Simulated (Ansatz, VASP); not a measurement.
## One calculation of SnO2, two programs

```
CELL_PARAMETERS angstrom
4.73800 0.00000 0.00000
0.00000 4.73800 0.00000
0.00000 0.00000 3.18650
ATOMIC_POSITIONS crystal
Sn 0.50000 0.50000 0.50000
Sn 0.00000 0.00000 0.00000
O 0.80710 0.19290 0.50000
O 0.69290 0.69290 0.00000
O 0.19290 0.80710 0.50000
O 0.30710 0.30710 0.00000
```

Alike in both runs: task relaxation of cell and atoms; functional PBEsol; dispersion D3(BJ); k mesh 6 × 6 × 8; occupations fermi-dirac, width 0.05 eV; no spin polarisation.

|  | VASP | Ansatz |
| --- | --- | --- |
| version | VASP 6.6.1 | Ansatz 0.2.0 |
| potentials or method | VASP PAW PBE potentials, release 64 (Sn_d, O) | Ansatz PAW |
| plane-wave cutoff (eV) | 600 | 420 |
| valence electrons in the cell | 52 | 52 |

|  | VASP | Ansatz | Ansatz less VASP |
| --- | --- | --- | --- |
| gap on the k mesh at the Fermi level, each at its own relaxed structure (eV) | 1.02 | 1.06 | +0.033 |
| relaxed volume (Å³/atom) | 12.04 | 12.02 | -0.029 |
| relaxed length of the cell vector where the two differ most in proportion (Å) | 3.207 | 3.204 | -0.0035 |

VASP's potentials were made for PBE, not for PBEsol.

Noted on Ansatz's run: the plane-wave basis is chosen anew once the cell has moved, so the energies of steps on either side of that aren't comparable.
